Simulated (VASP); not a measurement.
# NbC7 (P-3m1) in VASP: single point with PBE

Aim: the single point of NbC7 with PBE.

Everything below comes from runs of VASP 6.6.1. Logs are shortened: lines on timing, memory, paths and dates and some standing lists are left out, and cuts for length are marked.

## 1. The cell of the first run

It takes space group P-3m1 (No. 164, trigonal). The conventional cell has a = 4.206 Å, b = 4.206 Å, c = 14.023 Å, α = 90.00°, β = 90.00°, γ = 120.00°. Within 2.5 Å of Nb (site symmetry 3m) lie 4 C at 1.91 to 2.43 Å. Within 2.5 Å of C (site symmetry 3m) lie 4 Nb at 1.91 to 2.43 Å. Within 1.9 Å of C (site symmetry 1) lie 3 C at 1.40 Å.

## 2. Single point, PBE

INCAR

```
SYSTEM = NbC7
PREC = Accurate ; ENCUT = 520
EDIFF = 1E-6 ; ISMEAR = 0
SIGMA = 0.1 ; LREAL = Auto
LASPH = .TRUE. ; NELM = 80
ALGO = Normal ; ISIF = 2
LWAVE = .FALSE. ; LCHARG = .FALSE.
GGA = PE ; NBANDS = 55
```

KPOINTS

```
Automatic mesh
0
G
  12 12 4
  0 0 0
```

POSCAR

```
NbC7
1.0
    4.2061683245      0.0000000000      0.0000000000
   -2.1030841622      3.6426486216      0.0000000000
    0.0000000000      0.0000000000     14.0231374540
Nb C
2 14
Direct
    0.3333333333      0.6666666667      0.0659813148
    0.6666666667      0.3333333333      0.9340186852
    0.3333333333      0.6666666667      0.9296916808
    0.6666666667      0.3333333333      0.0703083192
    0.3333175794      0.3333498426      0.3419650288
    0.0000322632      0.3333498426      0.3419650288
    0.6666501574      0.9999677368      0.3419650288
    0.3333175794      0.9999677368      0.3419650288
    0.6666501574      0.6666824206      0.3419650288
    0.0000322632      0.6666824206      0.3419650288
    0.9999677368      0.3333175794      0.6580349712
    0.6666824206      0.0000322632      0.6580349712
    0.3333498426      0.3333175794      0.6580349712
    0.3333498426      0.0000322632      0.6580349712
    0.6666824206      0.6666501574      0.6580349712
    0.9999677368      0.6666501574      0.6580349712
```

Potentials or basis: VASP PAW PBE potentials, release 64 (Nb_sv, C).

The run is started by

```
$ cat potpaw_PBE.64/Nb_sv/POTCAR potpaw_PBE.64/C/POTCAR > POTCAR
$ mpirun -np 1 vasp_std > vasp.out
```

OUTCAR:

```text
SYSTEM = NbC7
   PREC = Accurate
   ENCUT = 520
   EDIFF = 1E-6
   ISMEAR = 0
   LREAL = Auto
   LASPH = .TRUE.
   NELM = 80
   ISIF = 2
   GGA = PE

 ion  position               nearest neighbor table
   1  0.333  0.667  0.066-   3 1.91   4 2.43   4 2.43   4 2.43
   2  0.667  0.333  0.934-   4 1.91   3 2.43   3 2.43   3 2.43
   3  0.333  0.667  0.930-   1 1.91   2 2.43   2 2.43   2 2.43
   4  0.667  0.333  0.070-   2 1.91   1 2.43   1 2.43   1 2.43
   5  0.333  0.333  0.342-   6 1.40   9 1.40   8 1.40
   6  0.000  0.333  0.342-   5 1.40  10 1.40   7 1.40
   7  0.667  1.000  0.342-   9 1.40   8 1.40   6 1.40
   8  0.333  1.000  0.342-  10 1.40   7 1.40   5 1.40
   9  0.667  0.667  0.342-   7 1.40   5 1.40  10 1.40
  10  0.000  0.667  0.342-   8 1.40   6 1.40   9 1.40
  11  1.000  0.333  0.658-  12 1.40  16 1.40  13 1.40
  12  0.667  0.000  0.658-  11 1.40  14 1.40  15 1.40
  13  0.333  0.333  0.658-  14 1.40  15 1.40  11 1.40
  14  0.333  0.000  0.658-  13 1.40  12 1.40  16 1.40
  15  0.667  0.667  0.658-  16 1.40  13 1.40  12 1.40
  16  1.000  0.667  0.658-  15 1.40  11 1.40  14 1.40

  LATTYP: Found a hexagonal cell.
 ALAT       =     4.2061683245
 C/A-ratio  =     3.3339458557

  Lattice vectors:

 A1 = (   4.2061683245,   0.0000000000,   0.0000000000)
 A2 = (  -2.1030841622,   3.6426486216,   0.0000000000)
 A3 = (   0.0000000000,   0.0000000000,  14.0231374540)

Analysis of symmetry for initial positions (statically):
=====================================================================
 Subroutine PRICEL returns:
 Original cell was already a primitive cell.

 Routine SETGRP: Setting up the symmetry group for a
 hexagonal supercell.

 Subroutine GETGRP returns: Found 12 space group operations
 (whereof 12 operations were pure point group operations)
 out of a pool of 24 trial point group operations.

The static configuration has the point symmetry D_3d.

Analysis of symmetry for dynamics (positions and initial velocities):
=====================================================================
 Subroutine PRICEL returns:
 Original cell was already a primitive cell.

 Routine SETGRP: Setting up the symmetry group for a
 hexagonal supercell.

 Subroutine GETGRP returns: Found 12 space group operations
 (whereof 12 operations were pure point group operations)
 out of a pool of 24 trial point group operations.

The dynamic configuration has the point symmetry D_3d.

 Subroutine INISYM returns: Found 12 space group operations
 (whereof 12 operations are pure point group operations),
 and found     1 'primitive' translations

----------------------------------------------------------------------------------------

                                     Primitive cell

  volume of cell :     214.8568

  direct lattice vectors                    reciprocal lattice vectors
     4.206168325  0.000000000  0.000000000     0.237746073  0.137262759  0.000000000
    -2.103084162  3.642648622  0.000000000     0.000000000  0.274525518  0.000000000
     0.000000000  0.000000000 14.023137454     0.000000000  0.000000000  0.071310718

  length of vectors
     4.206168325  4.206168324 14.023137454     0.274525518  0.274525518  0.071310718

  position of ions in fractional coordinates (direct lattice)
     0.333333333  0.666666667  0.065981315
     0.666666667  0.333333333  0.934018685
     0.333333333  0.666666667  0.929691681
     0.666666667  0.333333333  0.070308319
     0.333317579  0.333349843  0.341965029
     0.000032263  0.333349843  0.341965029
[... 8 lines left out ...]
     0.666682421  0.666650157  0.658034971
     0.999967737  0.666650157  0.658034971

  ion indices of the primitive-cell ions
   primitive index   ion index
                 1           1
                 2           2
                 3           3
                 4           4
                 5           5
                 6           6
[... 8 lines left out ...]
                15          15
                16          16

----------------------------------------------------------------------------------------

 KPOINTS: Automatic mesh

Automatic generation of k-mesh.
 Grid dimensions read from file:
 generate k-points for:   12   12    4

 Generating k-lattice:

  Cartesian coordinates                     Fractional coordinates (reciprocal lattice)
     0.019812173  0.011438563  0.000000000     0.083333333  0.000000000  0.000000000
     0.000000000  0.022877127  0.000000000     0.000000000  0.083333333  0.000000000
     0.000000000  0.000000000  0.017827679     0.000000000  0.000000000  0.250000000

  Length of vectors
     0.022877127  0.022877127  0.017827679

  Shift w.r.t. Gamma in fractional coordinates (k-lattice)
     0.000000000  0.000000000  0.000000000

 Subroutine IBZKPT returns following result:
 ===========================================

 Found     69 irreducible k-points:

 Following reciprocal coordinates:
            Coordinates               Weight
  0.000000  0.000000  0.000000      1.000000
  0.083333 -0.000000  0.000000      6.000000
  0.166667 -0.000000  0.000000      6.000000
  0.250000 -0.000000  0.000000      6.000000
  0.333333  0.000000  0.000000      6.000000
  0.416667  0.000000  0.000000      6.000000
[... 16 lines left out ...]
  0.166667 -0.000000  0.250000      6.000000
  0.000000  0.166667  0.250000      6.000000
 [... further k-points ...]
   k-points           NKPTS =     69   k-points in BZ     NKDIM =     69   number of bands    NBANDS=     55
   number of dos      NEDOS =    301   number of ions     NIONS =     16
   total plane-waves  NPLWV = 110592
   dimension x,y,z NGX =    32 NGY =   32 NGZ =  108
   dimension x,y,z NGXF=    64 NGYF=   64 NGZF=  216
   ions per type =               2  14
   NGX,Y,Z   is equivalent  to a cutoff of  12.65, 12.65, 12.80 a.u.
   NGXF,Y,Z  is equivalent  to a cutoff of  25.30, 25.30, 25.61 a.u.
 SYSTEM =  NbC7
   PREC   = accura    normal or accurate (medium, high low for compatibility)
   ISTART =      0    job   : 0-new  1-cont  2-samecut
   ICHARG =      2    charge: 1-file 2-atom 10-const
   ISPIN  =      1    spin polarized calculation?
   LNONCOLLINEAR =      F non collinear calculations
   LSORBIT =      F    spin-orbit coupling
   LASPH  =      T    aspherical Exc in radial PAW
   ENCUT  =  520.0 eV  38.22 Ry    6.18 a.u.   7.82  7.82 26.07*2*pi/ulx,y,z
   NELM   =     80;   NELMIN=  2; NELMDL= -5     # of ELM steps
   EDIFF  = 0.1E-05   stopping-criterion for ELM
   LREAL  =      T    real-space projection
   EDIFFG = 0.1E-04   stopping-criterion for IOM
   NSW    =      0    number of steps for IOM
   IBRION =     -1    ionic relax: 0-MD 1-quasi-New 2-CG
   NFREE  =      0    steps in history (QN), initial steepest desc. (CG)
   ISIF   =      2    stress and relaxation
   ISYM   =      2    0-nonsym 1-usesym 2-fastsym
   POTIM  = 0.5000    time-step for ionic-motion
   TEBEG  =    0.0;   TEEND  =   0.0 temperature during run
   PSTRESS=    0.0 pullay stress
   NELECT =      82.0000    total number of electrons
   NUPDOWN=      -1.0000    fix difference up-down
   EMIN   =  10.00;   EMAX   =-10.00  energy-range for DOS
   EFERMI =   0.00;   METHOD = LEGACY
   ISMEAR =     0;   SIGMA  =   0.10  broadening in eV -4-tet -1-fermi 0-gaus
   EFERMI_NEDOS =   21; number of points for ismear=-14 and -15
   IALGO  =     38    algorithm
   IMIX   =      4    mixing-type and parameters
     AMIX     =   0.40;   BMIX     =  1.00
     AMIX_MAG =   1.60;   BMIX_MAG =  1.00
  volume/ion in A,a.u.               =      13.43        90.62
  Fermi-wavevector in a.u.,A,eV,Ry     =   1.187489  2.244030 19.185998  1.410131
  Thomas-Fermi vector in A             =   2.323640
   LORBIT       =      0    0 simple, 1 ext, 2 COOP (PROOUT), +10 PAW based schemes
   GGA     = PE    functional components
   LHFCALC =     F    Hartree Fock is set to
   AEXX    =    0.0000 exact exchange contribution
   IVDW    =     0    specifies the selected vdW correction
   LEPSILON=     F    determine dielectric tensor
   LRPA    =     F    only Hartree local field effects (RPA)
 non-spin polarized calculation
 Gauss-broadening in eV      SIGMA  =   0.10
  energy-cutoff  :      520.00
  volume of cell :      214.86
 maximum number of plane-waves:      5819
   NGX = 15   NGY = 15   NGZ = 53

 number of electron      81.9999998 magnetization

 Free energy of the ion-electron system (eV)
  ---------------------------------------------------
  ext. energy  EPLUGINS =         0.00000000
  ---------------------------------------------------
  free energy    TOTEN  =      -145.53378939 eV

  energy without entropy =     -145.50089523  energy(sigma->0) =     -145.51734231

 E-fermi :   4.2761     XC(G=0):  -9.0377

 val. band max:        4.2760095247   @ k =   0.4167   0.0833   0.5000
 cond. band min:       4.2836567702   @ k =   0.2500   0.0833   0.0000
 fundamental gap:      0.0076472456
 Fermi energy:         4.2760693610

 k-point     1 :       0.0000    0.0000    0.0000
  band No.  band energies     occupation
      1     -51.5615      2.00000
      2     -51.4838      2.00000
      3     -27.8145      2.00000
      4     -27.6769      2.00000
      5     -27.6769      2.00000
      6     -27.5733      2.00000
[... 45 lines left out ...]
     52       8.0395      0.00000
     53       8.5365      0.00000

 k-point     2 :       0.0833   -0.0000    0.0000
  band No.  band energies     occupation
      1     -51.5602      2.00000
      2     -51.4849      2.00000
      3     -27.8159      2.00000
      4     -27.6921      2.00000
      5     -27.6794      2.00000
      6     -27.5613      2.00000
[... 45 lines left out ...]
     52       8.1181      0.00000
     53       8.2997      0.00000

 k-point     3 :       0.1667   -0.0000    0.0000
  band No.  band energies     occupation
      1     -51.5566      2.00000
      2     -51.4881      2.00000
      3     -27.8198      2.00000
      4     -27.7240      2.00000
      5     -27.6862      2.00000
      6     -27.5389      2.00000
[... 45 lines left out ...]
     52       7.8602      0.00000
     53       7.9879      0.00000
[... 1065 lines left out ...]
 k-point    23 :       0.1667   -0.0000    0.2500
  band No.  band energies     occupation
      1     -51.5566      2.00000
      2     -51.4881      2.00000
      3     -27.8198      2.00000
      4     -27.7240      2.00000
      5     -27.6862      2.00000
      6     -27.5389      2.00000
[... 45 lines left out ...]
     52       7.7084      0.00000
     53       7.8604      0.00000

 k-point    24 :       0.0000    0.1667    0.2500
  band No.  band energies     occupation
      1     -51.5566      2.00000
      2     -51.4881      2.00000
      3     -27.8198      2.00000
      4     -27.7240      2.00000
      5     -27.6862      2.00000
      6     -27.5389      2.00000
[... 45 lines left out ...]
     52       7.6955      0.00000
     53       7.8603      0.00000

 [... further k-points ...]

 [bands above 53 left out]

------------------------ aborting loop because EDIFF is reached ----------------------------------------

  FORCE on cell =-STRESS in cart. coord.  units (eV):
  Direction    XX          YY          ZZ          XY          YZ          ZX
  --------------------------------------------------------------------------------------
  -------------------------------------------------------------------------------------
  Total        0.3616077      0.3616077     -0.1069437      0.0000000      0.0000000     -0.0000000
  in kB        2.6964919      2.6964919     -0.7974746      0.0000000      0.0000000     -0.0000000
  external PRESSURE =       1.5318364 kB  Pullay stress =       0.0000000 kB

 VOLUME and BASIS-vectors are now :
 -----------------------------------------------------------------------------
  energy-cutoff  :      520.00
  volume of cell :      214.86
      direct lattice vectors                 reciprocal lattice vectors
     4.206168325  0.000000000  0.000000000     0.237746073  0.137262759  0.000000000
    -2.103084162  3.642648622  0.000000000     0.000000000  0.274525518  0.000000000
     0.000000000  0.000000000 14.023137454     0.000000000  0.000000000  0.071310718

 POSITION                                       TOTAL-FORCE (eV/Angst)
 -----------------------------------------------------------------------------------
     -0.00000      2.42843      0.92527         0.000000      0.000000     -0.012409
      2.10308      1.21422     13.09787         0.000000      0.000000      0.012409
     -0.00000      2.42843     13.03719         0.000000      0.000000      0.011600
      2.10308      1.21422      0.98594         0.000000      0.000000     -0.011600
      0.70093      1.21428      4.79542         0.004295      0.005015      0.002521
     -0.70093      1.21428      4.79542        -0.004295      0.005015      0.002521
[... 8 lines left out ...]
      1.40216      2.42837      9.22771        -0.004295     -0.005015     -0.002521
      2.80401      2.42837      9.22771         0.004295     -0.005015     -0.002521
 -----------------------------------------------------------------------------------
    total drift:                               -0.000000     -0.000000     -0.000000

  FREE ENERGIE OF THE ION-ELECTRON SYSTEM (eV)
  ---------------------------------------------------
  free  energy   TOTEN  =      -145.5337893925 eV

  energy  without entropy=     -145.5008952274  energy(sigma->0) =     -145.51734231
```

Wall time 13 min (1 thread of Intel Xeon 6975P-C (Granite Rapids), shared host); peak memory 0.63 GiB.

What came out:

```yaml
Free_energy: -145.5338 eV
Pressure: 0.2 GPa
Largest_force: 0.012 eV/Å
Band_gap_on_the_k_mesh: zero (band 41 reaches 4.63 eV, above the bottom of band 42 at 3.73 eV)
```

Forces on the atoms (eV/Å):
```
Nb   0.000  0.000 -0.012
Nb   0.000  0.000  0.012
C    0.000  0.000  0.012
C    0.000  0.000 -0.012
C    0.004  0.005  0.003
C   -0.004  0.005  0.003
C   -0.006  0.001  0.003
C    0.006  0.001  0.003
C   -0.002 -0.006  0.003
C    0.002 -0.006  0.003
C   -0.002  0.006 -0.003
C   -0.006 -0.001 -0.003
C    0.002  0.006 -0.003
C    0.006 -0.001 -0.003
C   -0.004 -0.005 -0.003
C    0.004 -0.005 -0.003
```

Levels at points of the mesh, in eV from the Fermi level:
| k point | band 39 | band 40 | band 41 | band 42 | band 43 | band 44 |
| --- | --- | --- | --- | --- | --- | --- |
| (0.00, 0.00, 0.00) | -0.62 | -0.62 | -0.53 | -0.53 | -0.52 | -0.52 |
| (0.50, 0.00, 0.00) | -2.51 | -2.40 | -0.81 | 0.03 | 0.82 | 1.02 |
| (0.00, 0.00, 0.50) | -0.62 | -0.62 | -0.54 | -0.54 | -0.52 | -0.52 |
| (0.50, 0.00, 0.50) | -2.51 | -2.41 | -0.81 | 0.03 | 0.83 | 0.97 |

Caveat: this functional lacks dispersion, which binds the layers, so the pressure and a relaxed spacing across them are unreliable.
